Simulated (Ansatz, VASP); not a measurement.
Sr in VASP and in Ansatz

```
Sr
1.0
     0.74159    3.45471    3.45471
     3.45471    0.74159    3.45471
     3.45471    3.45471    0.74159
Sr
1
Direct
  0.00000 0.00000 0.00000
```

Alike in both runs: task single point; functional PBEsol; k mesh 10 × 10 × 10; occupations gaussian, width 0.03 eV; no spin polarisation.

|  | VASP | Ansatz |
| --- | --- | --- |
| version | VASP 6.6.1 | Ansatz 0.2.0 |
| potentials or method | VASP PAW PBE potentials, release 64 (Sr_sv), cutoff 520 eV | scalar-relativistic, plane waves, PAW |
| valence electrons in the cell | 10 | 10 |

```tsv
	VASP	Ansatz	Ansatz less VASP
gap on the k mesh at the Fermi level (eV)	none	none	-
pressure (GPa)	0.8	0.7	-0.01
traceless stress, the component that is largest in VASP (GPa)	-2.41	-2.41	+0.007
```

VASP's potentials were made for PBE, not for PBEsol. A gap of «none» marks a metal or a gap that the smearing closes.
